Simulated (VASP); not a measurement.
# W2AuN3 (Amm2) in VASP: single point with PBE

Aim: the single point of W2AuN3 with PBE.

All numbers are computed with VASP 6.6.1; they aren't measurements. Logs are shortened: lines on timing, memory, paths and dates and some standing lists are left out, and cuts for length are marked.

## (1) The cell of the first run

Symmetry: Amm2, No. 38, orthorhombic system. Conventional cell: a = 5.744 Å, b = 4.703 Å, c = 5.421 Å, α = 90.00°, β = 90.00°, γ = 90.00°. W (site symmetry m) has 5 N at 2.00 to 2.21 Å and 1 W at 2.47 Å within 2.7 Å. Au (site symmetry mm2) has 3 N at 2.06 to 2.44 Å within 2.7 Å. N (site symmetry m) has 4 W at 2.16 to 2.21 Å and 4 N at 2.24 to 2.71 Å within 2.9 Å. N (site symmetry mm2) has 2 W at 2.00 Å and 3 Au at 2.06 to 2.44 Å within 2.7 Å.

## (2) Single point, PBE

Input file INCAR:

```
PREC = Accurate ; ENCUT = 600
EDIFF = 1E-6 ; ISMEAR = 0
SIGMA = 0.15 ; LREAL = F
LASPH = T ; NELM = 120
ALGO = Normal ; ISIF = 2
LWAVE = F ; LCHARG = F
GGA = PE ; NBANDS = 36
GGA_COMPAT = F
```

Input file KPOINTS:

```
Automatic mesh
0
Gamma
  2 3 3
```

Input file POSCAR:

```
W2AuN3
1.0
    5.7439160097      0.0000000000      0.0000000000
    0.0000000000      2.3515972632      2.7107499161
    0.0000000000     -2.3515972632      2.7107499161
W Au N
2 1 3
Direct
    0.7846289477      0.2079424597      0.2079424597
    0.2153710523      0.2079424597      0.2079424597
    0.5000000000      0.6143845682      0.6143845682
    0.0000000000      0.7038247367      0.1790693912
    0.0000000000      0.1790693912      0.7038247367
    0.5000000000     -0.0048625254     -0.0048625254
```

Potentials or basis: VASP PAW PBE potentials, release 64 (W_sv, Au, N).

Launch:

```bash
> cat potpaw_PBE.64/W_sv/POTCAR potpaw_PBE.64/Au/POTCAR potpaw_PBE.64/N/POTCAR > POTCAR
> mpirun -np 1 vasp_std > vasp.out
```

OUTCAR:

```text
PREC = Accurate
   ENCUT = 600
   EDIFF = 1E-6
   ISMEAR = 0
   LREAL = F
   LASPH = T
   NELM = 120
   ISIF = 2
   GGA = PE

 ion  position               nearest neighbor table
   1  0.785  0.208  0.208-   6 2.00   5 2.16   4 2.16   5 2.21   4 2.21   2 2.47   3 2.74   3 2.91
                             3 2.91   2 3.27
   2  0.215  0.208  0.208-   6 2.00   5 2.16   4 2.16   5 2.21   4 2.21   1 2.47   3 2.74   3 2.91
                             3 2.91   1 3.27
   3  0.500  0.614  0.614-   6 2.06   6 2.44   6 2.44   2 2.74   1 2.74   2 2.91   1 2.91   2 2.91
                             1 2.91
   4  0.000  0.704  0.179-   1 2.16   2 2.16   1 2.21   2 2.21
   5  0.000  0.179  0.704-   1 2.16   2 2.16   1 2.21   2 2.21
   6  0.500  0.995  0.995-   1 2.00   2 2.00   3 2.06   3 2.44   3 2.44

  LATTYP: Found a base centered orthorhombic cell.
 ALAT       =     4.7031945264
 B/A-ratio  =     1.1527271096
 C/A-ratio  =     1.2212797020

  Lattice vectors:

 A1 = (   0.0000000000,   2.3515972632,  -2.7107499161)
 A2 = (   0.0000000000,   2.3515972632,   2.7107499161)
 A3 = (   5.7439160097,   0.0000000000,   0.0000000000)

Analysis of symmetry for initial positions (statically):
=====================================================================
 Subroutine PRICEL returns:
 Original cell was already a primitive cell.

 Routine SETGRP: Setting up the symmetry group for a
 base centered orthorhombic supercell.

 Subroutine GETGRP returns: Found  4 space group operations
 (whereof  4 operations were pure point group operations)
 out of a pool of  8 trial point group operations.

The static configuration has the point symmetry C_2v.

Analysis of symmetry for dynamics (positions and initial velocities):
=====================================================================
 Subroutine PRICEL returns:
 Original cell was already a primitive cell.

 Routine SETGRP: Setting up the symmetry group for a
 base centered orthorhombic supercell.

 Subroutine GETGRP returns: Found  4 space group operations
 (whereof  4 operations were pure point group operations)
 out of a pool of  8 trial point group operations.

The dynamic configuration has the point symmetry C_2v.

 Subroutine INISYM returns: Found  4 space group operations
 (whereof  4 operations are pure point group operations),
 and found     1 'primitive' translations

----------------------------------------------------------------------------------------

                                     Primitive cell

  volume of cell :      73.2302

  direct lattice vectors                    reciprocal lattice vectors
     5.743916010  0.000000000  0.000000000     0.174097253  0.000000000  0.000000000
     0.000000000  2.351597263  2.710749916     0.000000000  0.212621442  0.184450803
     0.000000000 -2.351597263  2.710749916     0.000000000 -0.212621442  0.184450803

  length of vectors
     5.743916010  3.588617393  3.588617393     0.174097253  0.281478199  0.281478199

  position of ions in fractional coordinates (direct lattice)
     0.784628948  0.207942460  0.207942460
     0.215371052  0.207942460  0.207942460
     0.500000000  0.614384568  0.614384568
     0.000000000  0.703824737  0.179069391
     0.000000000  0.179069391  0.703824737
     0.500000000  0.995137475  0.995137475

  ion indices of the primitive-cell ions
   primitive index   ion index
                 1           1
                 2           2
                 3           3
                 4           4
                 5           5
                 6           6

----------------------------------------------------------------------------------------

 KPOINTS: Automatic mesh

Automatic generation of k-mesh.
 Grid dimensions read from file:
 generate k-points for:    2    3    3

 Generating k-lattice:

  Cartesian coordinates                     Fractional coordinates (reciprocal lattice)
     0.087048627  0.000000000  0.000000000     0.500000000  0.000000000  0.000000000
     0.000000000  0.070873814  0.061483601     0.000000000  0.333333333 -0.000000000
     0.000000000 -0.070873814  0.061483601     0.000000000 -0.000000000  0.333333333

  Length of vectors
     0.087048627  0.093826066  0.093826066

  Shift w.r.t. Gamma in fractional coordinates (k-lattice)
     0.000000000  0.000000000  0.000000000

 Subroutine IBZKPT returns following result:
 ===========================================

 Found      8 irreducible k-points:

 Following reciprocal coordinates:
            Coordinates               Weight
  0.000000  0.000000  0.000000      1.000000
  0.500000  0.000000  0.000000      1.000000
  0.000000  0.333333  0.000000      4.000000
  0.500000  0.333333  0.000000      4.000000
  0.000000  0.333333  0.333333      2.000000
  0.500000  0.333333  0.333333      2.000000
  0.000000 -0.333333  0.333333      2.000000
  0.500000 -0.333333  0.333333      2.000000
   k-points           NKPTS =      8   k-points in BZ     NKDIM =      8   number of bands    NBANDS=     36
   number of dos      NEDOS =    301   number of ions     NIONS =      6
   total plane-waves  NPLWV =  43200
   dimension x,y,z NGX =    48 NGY =   30 NGZ =   30
   dimension x,y,z NGXF=    96 NGYF=   60 NGZF=   60
   ions per type =               2   1   3
   NGX,Y,Z   is equivalent  to a cutoff of  13.89, 13.90, 13.90 a.u.
   NGXF,Y,Z  is equivalent  to a cutoff of  27.79, 27.80, 27.80 a.u.
 SYSTEM =  unknown system
   PREC   = accura    normal or accurate (medium, high low for compatibility)
   ISTART =      0    job   : 0-new  1-cont  2-samecut
   ICHARG =      2    charge: 1-file 2-atom 10-const
   ISPIN  =      1    spin polarized calculation?
   LNONCOLLINEAR =      F non collinear calculations
   LSORBIT =      F    spin-orbit coupling
   LASPH  =      T    aspherical Exc in radial PAW
   ENCUT  =  600.0 eV  44.10 Ry    6.64 a.u.  11.47  7.17  7.17*2*pi/ulx,y,z
   NELM   =    120;   NELMIN=  2; NELMDL= -5     # of ELM steps
   EDIFF  = 0.1E-05   stopping-criterion for ELM
   LREAL  =      F    real-space projection
   EDIFFG = 0.1E-04   stopping-criterion for IOM
   NSW    =      0    number of steps for IOM
   IBRION =     -1    ionic relax: 0-MD 1-quasi-New 2-CG
   NFREE  =      0    steps in history (QN), initial steepest desc. (CG)
   ISIF   =      2    stress and relaxation
   ISYM   =      2    0-nonsym 1-usesym 2-fastsym
   POTIM  = 0.5000    time-step for ionic-motion
   TEBEG  =    0.0;   TEEND  =   0.0 temperature during run
   PSTRESS=    0.0 pullay stress
   NELECT =      54.0000    total number of electrons
   NUPDOWN=      -1.0000    fix difference up-down
   EMIN   =  10.00;   EMAX   =-10.00  energy-range for DOS
   EFERMI =   0.00;   METHOD = LEGACY
   ISMEAR =     0;   SIGMA  =   0.15  broadening in eV -4-tet -1-fermi 0-gaus
   EFERMI_NEDOS =   21; number of points for ismear=-14 and -15
   IALGO  =     38    algorithm
   IMIX   =      4    mixing-type and parameters
     AMIX     =   0.40;   BMIX     =  1.00
     AMIX_MAG =   1.60;   BMIX_MAG =  1.00
  volume/ion in A,a.u.               =      12.21        82.36
  Fermi-wavevector in a.u.,A,eV,Ry     =   1.479026  2.794955 29.763004  2.187519
  Thomas-Fermi vector in A             =   2.593235
   LORBIT       =      0    0 simple, 1 ext, 2 COOP (PROOUT), +10 PAW based schemes
   GGA     = PE    functional components
   LHFCALC =     F    Hartree Fock is set to
   AEXX    =    0.0000 exact exchange contribution
   IVDW    =     0    specifies the selected vdW correction
   LEPSILON=     F    determine dielectric tensor
   LRPA    =     F    only Hartree local field effects (RPA)
 non-spin polarized calculation
 Gauss-broadening in eV      SIGMA  =   0.15
  energy-cutoff  :      600.00
  volume of cell :       73.23
 maximum number of plane-waves:      2461
 NGX is ok and might be reduce to    48
   NGX = 23   NGY = 15   NGZ = 15

 number of electron      54.0000003 magnetization

 Free energy of the ion-electron system (eV)
  ---------------------------------------------------
  ext. energy  EPLUGINS =         0.00000000
  ---------------------------------------------------
  free energy    TOTEN  =       -49.89343615 eV

  energy without entropy =      -49.87109075  energy(sigma->0) =      -49.88226345

 E-fermi :   9.3689     XC(G=0): -12.6475

 val. band max:        9.2735941875   @ k =   0.5000  -0.3333   0.3333
 cond. band min:       9.6332500003   @ k =   0.5000   0.3333   0.0000
 fundamental gap:      0.3596558129
 Fermi energy:         9.3688901565

 k-point     1 :       0.0000    0.0000    0.0000
  band No.  band energies     occupation
      1     -66.1003      2.00000
      2     -65.9978      2.00000
      3     -30.8732      2.00000
      4     -30.3373      2.00000
      5     -30.2950      2.00000
      6     -30.1870      2.00000
[... 28 lines left out ...]
     35      13.8863      0.00000
     36      15.0631      0.00000

 k-point     2 :       0.5000    0.0000    0.0000
  band No.  band energies     occupation
      1     -66.0972      2.00000
      2     -66.0010      2.00000
      3     -30.7754      2.00000
      4     -30.3305      2.00000
      5     -30.2843      2.00000
      6     -30.1941      2.00000
[... 28 lines left out ...]
     35      14.3847      0.00000
     36      14.7098      0.00000

 k-point     3 :       0.0000    0.3333    0.0000
  band No.  band energies     occupation
      1     -66.0992      2.00000
      2     -65.9968      2.00000
      3     -30.8636      2.00000
      4     -30.3772      2.00000
      5     -30.3083      2.00000
      6     -30.2145      2.00000
[... 28 lines left out ...]
     35      13.3639      0.00000
     36      14.6676      0.00000

 k-point     4 :       0.5000    0.3333    0.0000
  band No.  band energies     occupation
      1     -66.0961      2.00000
      2     -65.9999      2.00000
      3     -30.7681      2.00000
      4     -30.3670      2.00000
      5     -30.2985      2.00000
      6     -30.2252      2.00000
[... 28 lines left out ...]
     35      13.3385      0.00000
     36      14.9150      0.00000

 k-point     5 :       0.0000    0.3333    0.3333
  band No.  band energies     occupation
      1     -66.0981      2.00000
      2     -65.9958      2.00000
      3     -30.8561      2.00000
      4     -30.3791      2.00000
      5     -30.3552      2.00000
      6     -30.2219      2.00000
[... 28 lines left out ...]
     35      13.6865      0.00000
     36      13.7422      0.00000

 k-point     6 :       0.5000    0.3333    0.3333
  band No.  band energies     occupation
      1     -66.0951      2.00000
      2     -65.9989      2.00000
      3     -30.7606      2.00000
      4     -30.3724      2.00000
      5     -30.3432      2.00000
      6     -30.2289      2.00000
[... 28 lines left out ...]
     35      13.0713      0.00000
     36      14.6118      0.00000

 k-point     7 :       0.0000   -0.3333    0.3333
  band No.  band energies     occupation
      1     -66.0981      2.00000
      2     -65.9958      2.00000
      3     -30.8554      2.00000
      4     -30.3812      2.00000
      5     -30.3545      2.00000
      6     -30.2220      2.00000
[... 28 lines left out ...]
     35      13.5417      0.00000
     36      14.1888      0.00000

 k-point     8 :       0.5000   -0.3333    0.3333
  band No.  band energies     occupation
      1     -66.0951      2.00000
      2     -65.9989      2.00000
      3     -30.7607      2.00000
      4     -30.3728      2.00000
      5     -30.3432      2.00000
      6     -30.2308      2.00000
[... 28 lines left out ...]
     35      12.5242      0.00000
     36      14.6941      0.00000

------------------------ aborting loop because EDIFF is reached ----------------------------------------

  FORCE on cell =-STRESS in cart. coord.  units (eV):
  Direction    XX          YY          ZZ          XY          YZ          ZX
  --------------------------------------------------------------------------------------
  -------------------------------------------------------------------------------------
  Total        0.3268569      0.0139435      0.0228907      0.0000000      0.0000000      0.0000000
  in kB        7.1511818      0.3050651      0.5008171      0.0000000      0.0000000      0.0000000
  external PRESSURE =       2.6523547 kB  Pullay stress =       0.0000000 kB

 VOLUME and BASIS-vectors are now :
 -----------------------------------------------------------------------------
  energy-cutoff  :      600.00
  volume of cell :       73.23
      direct lattice vectors                 reciprocal lattice vectors
     5.743916010  0.000000000  0.000000000     0.174097253  0.000000000  0.000000000
     0.000000000  2.351597263  2.710749916     0.000000000  0.212621442  0.184450803
     0.000000000 -2.351597263  2.710749916     0.000000000 -0.212621442  0.184450803

 POSITION                                       TOTAL-FORCE (eV/Angst)
 -----------------------------------------------------------------------------------
      4.50684      0.00000      1.12736        -0.081850      0.000000      0.054957
      1.23707      0.00000      1.12736         0.081850      0.000000      0.054957
      2.87196      0.00000      3.33089         0.000000      0.000000     -0.015778
      0.00000      1.23401      2.39331         0.000000      0.025903      0.003751
      0.00000     -1.23401      2.39331         0.000000     -0.025903      0.003751
      2.87196      0.00000      5.39514         0.000000      0.000000     -0.101637
 -----------------------------------------------------------------------------------
    total drift:                                0.000000     -0.000000      0.000048

  FREE ENERGIE OF THE ION-ELECTRON SYSTEM (eV)
  ---------------------------------------------------
  free  energy   TOTEN  =       -49.8934361536 eV

  energy  without entropy=      -49.8710907535  energy(sigma->0) =      -49.88226345
```

Wall time 60 s (1 thread of Intel Xeon 8259CL, shared host); peak memory 0.21 GiB.

What came out:

| Property | Result |
| --- | --- |
| Free energy | -49.8934 eV |
| Pressure | 0.3 GPa |
| Largest force | 0.102 eV/Å |
| Band gap on the k mesh | zero (band 27 reaches 10.03 eV, above the bottom of band 28 at 9.22 eV) |

Forces on the atoms (eV/Å):
```
W   -0.082  0.000  0.055
W    0.082  0.000  0.055
Au   0.000  0.000 -0.016
N    0.000  0.026  0.004
N    0.000 -0.026  0.004
N    0.000  0.000 -0.102
```

Stress tensor (GPa, compression positive):
```
0.72 0.00 0.00
0.00 0.03 0.00
0.00 0.00 0.05
```

Caveat: the k points lie up to 0.59 Å⁻¹ apart; spin-orbit coupling is left out, which moves the levels of the heavy elements.
